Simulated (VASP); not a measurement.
# ZrO2 (Cubic zirconia) (Fm-3m) in VASP: further runs

Runs on ZrO2 (Cubic zirconia). Level: LDA. Tasks: single point.

Program: VASP 6.6.1. These are calculated values, not measurements. Logs are shortened: lines on timing, memory, paths and dates and some standing lists are left out, and cuts for length are marked.

## Step 1: The cell of the first run

Symmetry: Fm-3m, No. 225, cubic system. The conventional cell has a = 4.967 Å, b = 4.967 Å, c = 4.967 Å, α = 90.00°, β = 90.00°, γ = 90.00°. Zr (site symmetry m-3m) has 8 O at 2.15 Å within 2.8 Å. O (site symmetry -43m) has 4 Zr at 2.15 Å and 6 O at 2.48 Å within 2.8 Å.

## Step 2: Single point, LDA

INCAR

```
SYSTEM = ZrO2
ALGO = Normal
EDIFF = 1E-6
ENCUT = 600
GGA_COMPAT = .False.
ISIF = 2
ISMEAR = 1
LASPH = .True.
LCHARG = .True.
LELF = .True.
LREAL = .False.
LVHAR = .True.
LWAVE = .False.
NBANDS = 19
NELM = 120
PREC = Accurate
SIGMA = 0.1
```

KPOINTS

```
k-points
0
Gamma
  6 6 6
  0 0 0
```

POSCAR

```
ZrO2
1.0
    0.0000000000      2.4832507856      2.4832507856
    2.4832507856      0.0000000000      2.4832507856
    2.4832507856      2.4832507856      0.0000000000
Zr O
1 2
Direct
    0.0000000000      0.0000000000      0.0000000000
    0.2500000000      0.2500000000      0.2500000000
    0.7500000000      0.7500000000      0.7500000000
```

Potentials or basis: VASP PAW LDA potentials, release 64 (Zr_sv, O).

Launch:

```sh
$ cat potpaw_LDA.64/Zr_sv/POTCAR potpaw_LDA.64/O/POTCAR > POTCAR
$ mpirun -np 1 vasp_std > vasp.out
```

OUTCAR:

```text
SYSTEM = ZrO2
   EDIFF = 1E-6
   ENCUT = 600
   ISIF = 2
   ISMEAR = 1
   LASPH = .True.
   LREAL = .False.
   NELM = 120
   PREC = Accurate

 ion  position               nearest neighbor table
   1  0.000  0.000  0.000-   3 2.15   3 2.15   3 2.15   2 2.15   3 2.15   2 2.15   2 2.15   2 2.15

   2  0.250  0.250  0.250-   1 2.15   1 2.15   1 2.15   1 2.15
   3  0.750  0.750  0.750-   1 2.15   1 2.15   1 2.15   1 2.15

  LATTYP: Found a face centered cubic cell.
 ALAT       =     4.9665015712

  Lattice vectors:

 A1 = (   0.0000000000,   2.4832507856,   2.4832507856)
 A2 = (   2.4832507856,   0.0000000000,   2.4832507856)
 A3 = (   2.4832507856,   2.4832507856,   0.0000000000)

Analysis of symmetry for initial positions (statically):
=====================================================================
 Subroutine PRICEL returns:
 Original cell was already a primitive cell.

 Routine SETGRP: Setting up the symmetry group for a
 face centered cubic supercell.

 Subroutine GETGRP returns: Found 48 space group operations
 (whereof 48 operations were pure point group operations)
 out of a pool of 48 trial point group operations.

The static configuration has the point symmetry O_h .

Analysis of symmetry for dynamics (positions and initial velocities):
=====================================================================
 Subroutine PRICEL returns:
 Original cell was already a primitive cell.

 Routine SETGRP: Setting up the symmetry group for a
 face centered cubic supercell.

 Subroutine GETGRP returns: Found 48 space group operations
 (whereof 48 operations were pure point group operations)
 out of a pool of 48 trial point group operations.

The dynamic configuration has the point symmetry O_h .

 Subroutine INISYM returns: Found 48 space group operations
 (whereof 48 operations are pure point group operations),
 and found     1 'primitive' translations

----------------------------------------------------------------------------------------

                                     Primitive cell

  volume of cell :      30.6261

  direct lattice vectors                    reciprocal lattice vectors
     0.000000000  2.483250786  2.483250786    -0.201348975  0.201348975  0.201348975
     2.483250786  0.000000000  2.483250786     0.201348975 -0.201348975  0.201348975
     2.483250786  2.483250786  0.000000000     0.201348975  0.201348975 -0.201348975

  length of vectors
     3.511846940  3.511846940  3.511846940     0.348746655  0.348746655  0.348746655

  position of ions in fractional coordinates (direct lattice)
     0.000000000  0.000000000  0.000000000
     0.250000000  0.250000000  0.250000000
     0.750000000  0.750000000  0.750000000

  ion indices of the primitive-cell ions
   primitive index   ion index
                 1           1
                 2           2
                 3           3

----------------------------------------------------------------------------------------

 KPOINTS: k-points

Automatic generation of k-mesh.
 Grid dimensions read from file:
 generate k-points for:    6    6    6

 Generating k-lattice:

  Cartesian coordinates                     Fractional coordinates (reciprocal lattice)
    -0.033558162  0.033558162  0.033558162     0.166666667  0.000000000  0.000000000
     0.033558162 -0.033558162  0.033558162     0.000000000  0.166666667  0.000000000
     0.033558162  0.033558162 -0.033558162     0.000000000  0.000000000  0.166666667

  Length of vectors
     0.058124442  0.058124442  0.058124442

  Shift w.r.t. Gamma in fractional coordinates (k-lattice)
     0.000000000  0.000000000  0.000000000

 Subroutine IBZKPT returns following result:
 ===========================================

 Found     16 irreducible k-points:

 Following reciprocal coordinates:
            Coordinates               Weight
  0.000000  0.000000  0.000000      1.000000
  0.166667  0.000000  0.000000      8.000000
  0.333333  0.000000  0.000000      8.000000
  0.500000  0.000000  0.000000      4.000000
  0.166667  0.166667  0.000000      6.000000
  0.333333  0.166667  0.000000     24.000000
[... 8 lines left out ...]
 -0.333333  0.333333  0.166667     24.000000
 -0.333333  0.500000  0.166667     12.000000
   k-points           NKPTS =     16   k-points in BZ     NKDIM =     16   number of bands    NBANDS=     19
   number of dos      NEDOS =    301   number of ions     NIONS =      3
   total plane-waves  NPLWV =  21952
   dimension x,y,z NGX =    28 NGY =   28 NGZ =   28
   dimension x,y,z NGXF=    56 NGYF=   56 NGZF=   56
   ions per type =               1   2
   NGX,Y,Z   is equivalent  to a cutoff of  13.25, 13.25, 13.25 a.u.
   NGXF,Y,Z  is equivalent  to a cutoff of  26.51, 26.51, 26.51 a.u.
 SYSTEM =  ZrO2
   PREC   = accura    normal or accurate (medium, high low for compatibility)
   ISTART =      0    job   : 0-new  1-cont  2-samecut
   ICHARG =      2    charge: 1-file 2-atom 10-const
   ISPIN  =      1    spin polarized calculation?
   LNONCOLLINEAR =      F non collinear calculations
   LSORBIT =      F    spin-orbit coupling
   LASPH  =      T    aspherical Exc in radial PAW
   ENCUT  =  600.0 eV  44.10 Ry    6.64 a.u.   7.01  7.01  7.01*2*pi/ulx,y,z
   NELM   =    120;   NELMIN=  2; NELMDL= -5     # of ELM steps
   EDIFF  = 0.1E-05   stopping-criterion for ELM
   LREAL  =      F    real-space projection
   EDIFFG = 0.1E-04   stopping-criterion for IOM
   NSW    =      0    number of steps for IOM
   IBRION =     -1    ionic relax: 0-MD 1-quasi-New 2-CG
   NFREE  =      0    steps in history (QN), initial steepest desc. (CG)
   ISIF   =      2    stress and relaxation
   ISYM   =      2    0-nonsym 1-usesym 2-fastsym
   POTIM  = 0.5000    time-step for ionic-motion
   TEBEG  =    0.0;   TEEND  =   0.0 temperature during run
   PSTRESS=    0.0 pullay stress
   NELECT =      24.0000    total number of electrons
   NUPDOWN=      -1.0000    fix difference up-down
   EMIN   =  10.00;   EMAX   =-10.00  energy-range for DOS
   EFERMI =   0.00;   METHOD = LEGACY
   ISMEAR =     1;   SIGMA  =   0.10  broadening in eV -4-tet -1-fermi 0-gaus
   EFERMI_NEDOS =   21; number of points for ismear=-14 and -15
   IALGO  =     38    algorithm
   IMIX   =      4    mixing-type and parameters
     AMIX     =   0.40;   BMIX     =  1.00
     AMIX_MAG =   1.60;   BMIX_MAG =  1.00
  volume/ion in A,a.u.               =      10.21        68.89
  Fermi-wavevector in a.u.,A,eV,Ry     =   1.509320  2.852201 30.994710  2.278047
  Thomas-Fermi vector in A             =   2.619658
   LORBIT       =      0    0 simple, 1 ext, 2 COOP (PROOUT), +10 PAW based schemes
   GGA     = CA    functional components
   LHFCALC =     F    Hartree Fock is set to
   AEXX    =    0.0000 exact exchange contribution
   IVDW    =     0    specifies the selected vdW correction
   LEPSILON=     F    determine dielectric tensor
   LRPA    =     F    only Hartree local field effects (RPA)
 non-spin polarized calculation
 Methfessel and Paxton  Order N= 1 SIGMA  =   0.10
  energy-cutoff  :      600.00
  volume of cell :       30.63
 maximum number of plane-waves:      1034
   NGX = 13   NGY = 13   NGZ = 13

 number of electron      24.0000007 magnetization

 Free energy of the ion-electron system (eV)
  ---------------------------------------------------
  ext. energy  EPLUGINS =         0.00000000
  ---------------------------------------------------
  free energy    TOTEN  =       -31.32852491 eV

  energy without entropy =      -31.32863222  energy(sigma->0) =      -31.32856068

 E-fermi :   7.8899     XC(G=0): -12.6677

 val. band max:        7.8079898578   @ k =   0.5000   0.5000   0.0000
 cond. band min:      11.2299482439   @ k =   0.0000   0.0000   0.0000
 fundamental gap:      3.4219583861
 Fermi energy:         7.8899047166

 k-point     1 :       0.0000    0.0000    0.0000
  band No.  band energies     occupation
      1     -39.5970      2.00000
      2     -17.5897      2.00000
      3     -17.5897      2.00000
      4     -17.5897      2.00000
      5     -10.4743      2.00000
      6      -7.5266      2.00000
[... 11 lines left out ...]
     18      18.1191      0.00000
     19      22.4895      0.00000

 k-point     2 :       0.1667    0.0000    0.0000
  band No.  band energies     occupation
      1     -39.5790      2.00000
      2     -17.8646      2.00000
      3     -17.6148      2.00000
      4     -17.6148      2.00000
      5     -10.0136      2.00000
      6      -7.8414      2.00000
[... 11 lines left out ...]
     18      17.6760      0.00000
     19      22.0926      0.00000

 k-point     3 :       0.3333    0.0000    0.0000
  band No.  band energies     occupation
      1     -39.5428      2.00000
      2     -18.3443      2.00000
      3     -17.6643      2.00000
      4     -17.6643      2.00000
      5      -9.4291      2.00000
      6      -8.0207      2.00000
[... 11 lines left out ...]
     18      17.6350      0.00000
     19      21.7844      0.00000

 k-point     4 :       0.5000    0.0000    0.0000
  band No.  band energies     occupation
      1     -39.5246      2.00000
      2     -18.5585      2.00000
      3     -17.6888      2.00000
      4     -17.6888      2.00000
      5      -9.4347      2.00000
      6      -7.7567      2.00000
[... 11 lines left out ...]
     18      17.0715      0.00000
     19      22.7371      0.00000

 k-point     5 :       0.1667    0.1667    0.0000
  band No.  band energies     occupation
      1     -39.5730      2.00000
      2     -17.8947      2.00000
      3     -17.6529      2.00000
      4     -17.6529      2.00000
      5      -9.8299      2.00000
      6      -7.9724      2.00000
[... 11 lines left out ...]
     18      17.5479      0.00000
     19      22.4447      0.00000

 k-point     6 :       0.3333    0.1667    0.0000
  band No.  band energies     occupation
      1     -39.5429      2.00000
      2     -18.2414      2.00000
      3     -17.7401      2.00000
      4     -17.7088      2.00000
      5      -9.1536      2.00000
      6      -8.3009      2.00000
[... 11 lines left out ...]
     18      17.9158      0.00000
     19      22.4379      0.00000

 k-point     7 :       0.5000    0.1667    0.0000
  band No.  band energies     occupation
      1     -39.5186      2.00000
      2     -18.4700      2.00000
      3     -17.8617      2.00000
      4     -17.7267      2.00000
      5      -9.0835      2.00000
      6      -8.0021      2.00000
[... 11 lines left out ...]
     18      18.1899      0.00000
     19      22.9440      0.00000

 k-point     8 :      -0.3333    0.1667    0.0000
  band No.  band energies     occupation
      1     -39.5247      2.00000
      2     -18.3940      2.00000
      3     -17.8884      2.00000
      4     -17.6894      2.00000
      5      -9.0534      2.00000
      6      -8.1247      2.00000
[... 11 lines left out ...]
     18      18.3858      0.00000
     19      22.6778      0.00000

 k-point     9 :      -0.1667    0.1667    0.0000
  band No.  band energies     occupation
      1     -39.5549      2.00000
      2     -18.1100      2.00000
      3     -17.7568      2.00000
      4     -17.6333      2.00000
      5      -9.4290      2.00000
      6      -8.1697      2.00000
[... 11 lines left out ...]
     18      17.9682      0.00000
     19      22.2823      0.00000

 k-point    10 :       0.3333    0.3333    0.0000
  band No.  band energies     occupation
      1     -39.5249      2.00000
      2     -18.4077      2.00000
      3     -17.7772      2.00000
      4     -17.7772      2.00000
      5      -8.6994      2.00000
      6      -8.5193      2.00000
[... 11 lines left out ...]
     18      18.0197      0.00000
     19      23.9270      0.00000

 k-point    11 :       0.5000    0.3333    0.0000
  band No.  band energies     occupation
      1     -39.5067      2.00000
      2     -18.5024      2.00000
      3     -17.9384      2.00000
      4     -17.8014      2.00000
      5      -8.8066      2.00000
      6      -8.0924      2.00000
[... 11 lines left out ...]
     18      19.8405      0.00000
     19      23.4408      0.00000

 k-point    12 :      -0.3333    0.3333    0.0000
  band No.  band energies     occupation
      1     -39.5066      2.00000
      2     -18.2931      2.00000
      3     -18.2139      2.00000
      4     -17.7581      2.00000
      5      -8.6500      2.00000
      6      -8.2172      2.00000
[... 11 lines left out ...]
     18      19.6495      0.00000
     19      23.7590      0.00000

 k-point    13 :       0.5000    0.5000    0.0000
  band No.  band energies     occupation
      1     -39.5007      2.00000
      2     -18.6300      2.00000
      3     -17.8383      2.00000
      4     -17.8383      2.00000
      5      -9.0080      2.00000
      6      -7.8057      2.00000
[... 11 lines left out ...]
     18      21.9421      0.00000
     19      22.0013      0.00000

 k-point    14 :       0.5000    0.3333    0.1667
  band No.  band energies     occupation
      1     -39.5187      2.00000
      2     -18.3647      2.00000
      3     -17.9580      2.00000
      4     -17.7508      2.00000
      5      -8.5655      2.00000
      6      -8.5234      2.00000
[... 11 lines left out ...]
     18      18.9772      0.00000
     19      23.3725      0.00000

 k-point    15 :      -0.3333    0.3333    0.1667
  band No.  band energies     occupation
      1     -39.5066      2.00000
      2     -18.3530      2.00000
      3     -18.1255      2.00000
      4     -17.7871      2.00000
      5      -8.6392      2.00000
      6      -8.2278      2.00000
[... 11 lines left out ...]
     18      19.4795      0.00000
     19      23.7294      0.00000

 k-point    16 :      -0.3333    0.5000    0.1667
  band No.  band energies     occupation
      1     -39.5006      2.00000
      2     -18.4494      2.00000
      3     -18.0555      2.00000
      4     -17.8435      2.00000
      5      -8.6841      2.00000
      6      -8.0847      2.00000
[... 11 lines left out ...]
     18      20.7045      0.00000
     19      23.3778      0.00000

------------------------ aborting loop because EDIFF is reached ----------------------------------------

  FORCE on cell =-STRESS in cart. coord.  units (eV):
  Direction    XX          YY          ZZ          XY          YZ          ZX
  --------------------------------------------------------------------------------------
  -------------------------------------------------------------------------------------
  Total        2.1347136      2.1347136      2.1347136      0.0000000      0.0000000     -0.0000000
  in kB      111.6756416    111.6756416    111.6756416      0.0000000      0.0000000     -0.0000000
  external PRESSURE =     111.6756416 kB  Pullay stress =       0.0000000 kB

 VOLUME and BASIS-vectors are now :
 -----------------------------------------------------------------------------
  energy-cutoff  :      600.00
  volume of cell :       30.63
      direct lattice vectors                 reciprocal lattice vectors
     0.000000000  2.483250786  2.483250786    -0.201348975  0.201348975  0.201348975
     2.483250786  0.000000000  2.483250786     0.201348975 -0.201348975  0.201348975
     2.483250786  2.483250786  0.000000000     0.201348975  0.201348975 -0.201348975

 POSITION                                       TOTAL-FORCE (eV/Angst)
 -----------------------------------------------------------------------------------
      0.00000      0.00000      0.00000         0.000000      0.000000      0.000000
      1.24163      1.24163      1.24163         0.000000      0.000000      0.000000
      3.72488      3.72488      3.72488        -0.000000     -0.000000     -0.000000
 -----------------------------------------------------------------------------------
    total drift:                                0.000000      0.000000      0.000000

  FREE ENERGIE OF THE ION-ELECTRON SYSTEM (eV)
  ---------------------------------------------------
  free  energy   TOTEN  =       -31.3285249088 eV

  energy  without entropy=      -31.3286322237  energy(sigma->0) =      -31.32856068
```

It took 6.1 s on 1 thread of Intel Xeon 6975P-C (Granite Rapids), shared host; peak memory 0.14 GiB.

What came out:

| Quantity | Value |
| --- | --- |
| Free energy | -31.3285 eV |
| Pressure | 11.2 GPa |
| Band gap on the k mesh | 3.42 eV, indirect (least direct gap 3.92 eV) |

A k mesh can miss the band edges. Expect the measured gap to be larger: semilocal functionals such as LDA lack the derivative discontinuity.

[end of part 1 of 3]
